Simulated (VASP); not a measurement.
Runs of VASP 6.6.1 on BP. The structure is that of space group F-43m (No. 216), or close to it. The cells are those of the table. 

| level | cell | k mesh | gap on the mesh (eV) | pressure (GPa) |
| --- | --- | --- | --- | --- |
| PBE | a = 3.216 Å, angles 60.0°, 2 atoms | 8 × 8 × 8 | (a) | -0.2 |
| PBE | a = 3.248 Å, angles 60.0°, 2 atoms | 8 × 8 × 8 | 1.31 | -4.7 |
| r2SCAN | a = 3.208 Å, angles 60.0°, 2 atoms | 8 × 8 × 8 | 1.48 | -0.5 |
| PBE | a = 3.184 Å, angles 60.0°, 2 atoms | 8 × 8 × 8 | 1.24 | 5.0 |
| r2SCAN | a = 3.208 Å, angles 60.0°, 2 atoms | 10 × 10 × 10 | 1.45 | -0.5 |
| r2SCAN | a = 3.240 Å, angles 60.0°, 2 atoms | 8 × 8 × 8 | 1.51 | -5.2 |
| PBE | a = 3.279 Å, angles 60.0°, 2 atoms | 8 × 8 × 8 | (b) | -8.6 |
| r2SCAN | a = 3.271 Å, angles 60.0°, 2 atoms | 8 × 8 × 8 | (c) | -9.3 |

Alike in all rows: task single point; potentials or basis VASP PAW PBE potentials, release 64 (B, P); no spin polarisation; cutoff (eV) 520; smearing gaussian 0.01 eV.

Problem. Estimate the missing entries.

Solution. (a) 1.28; (b) 1.35; (c) 1.54.

Caveats: the PAW data sets were made with another functional, which shifts forces and pressure a little (some runs).

A k mesh can miss the band edges.
